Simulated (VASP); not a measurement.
Wanted: the native input for a VASP 6.6.1 run.

* Task: relaxation of cell and atoms
* Functional: PBEsol
* Potentials or basis: VASP PAW PBE potentials, release 64 (Ti_sv, Al)
* Cutoff: 600 eV
* k mesh: 10 × 10 × 6
* Occupations: gaussian, width 0.1 eV
* Spin: no spin polarisation
* Target pressure: 1 GPa
* Dipole correction: no
* Further INCAR settings: ALGO = Fast; EDIFF = 1e-06; IBRION = 2; EDIFFG = -0.008; NSW = 70; ISIF = 3

The structure of Ti3Al5 lies in POSCAR:

```
Ti3Al5
1.0
    3.8724463105      0.0000000000      0.0000000000
    0.0000000000      3.9884111449      0.0000000000
    0.0000000000      0.0000000000      8.0255176565
Ti Al
3 5
Direct
    0.0000000000      0.5000000000      0.2646132922
    0.0000000000      0.5000000000      0.7353867078
    0.5000000000      0.5000000000      0.0000000000
    0.0000000000      0.0000000000      0.0000000000
    0.0000000000      0.0000000000      0.5000000000
    0.5000000000      0.5000000000      0.5000000000
    0.5000000000      0.0000000000      0.2417027399
    0.5000000000      0.0000000000      0.7582972601
```

One way to write it, as run:

INCAR

```
SYSTEM = Ti3Al5
ALGO = Fast
EDIFF = 1E-6
EDIFFG = -0.008
ENCUT = 600
GGA = PS
IBRION = 2
ISIF = 3
ISMEAR = 0
LASPH = .TRUE.
LCHARG = .FALSE.
LREAL = .FALSE.
LWAVE = .FALSE.
NELM = 80
NSW = 70
PREC = Accurate
PSTRESS = 10.0
SIGMA = 0.1
```

KPOINTS

```
k-points
0
G
  10 10 6
  0 0 0
```

Potentials or basis: VASP PAW PBE potentials, release 64 (Ti_sv, Al).

The run is started by

```sh
$ cat potpaw_PBE.64/Ti_sv/POTCAR potpaw_PBE.64/Al/POTCAR > POTCAR
$ mpirun -np 1 vasp_std > vasp.out
```

It gave:

```
Relaxed volume                                             : 15.53 Å³/atom
Relaxed cell                                               : a = 3.876 Å, b = 3.991 Å, c = 8.031 Å, α = 90.00°, β = 90.00°, γ = 90.00°
Space group after relaxing (to 0.1 Å)                      : Pmmm (No. 47)
Energy change on relaxing (the run minimises the enthalpy) : -0.2 meV/atom
Ionic steps                                                : 6
Pressure after relaxing                                    : 1.0 GPa
Largest force after relaxing                               : 0.005 eV/Å
Band gap on the k mesh                                     : zero (an odd number of electrons rules out a gap without spin polarisation)
```

Caveat: the cell is relaxed towards a set pressure, so the run minimises the enthalpy, not the energy; the PAW data sets were made with another functional, which shifts forces and pressure a little.

It took 55 min on 1 thread of Oxide Virtual Turin-like Processor, with other jobs on the host, peak memory 0.61 GiB.
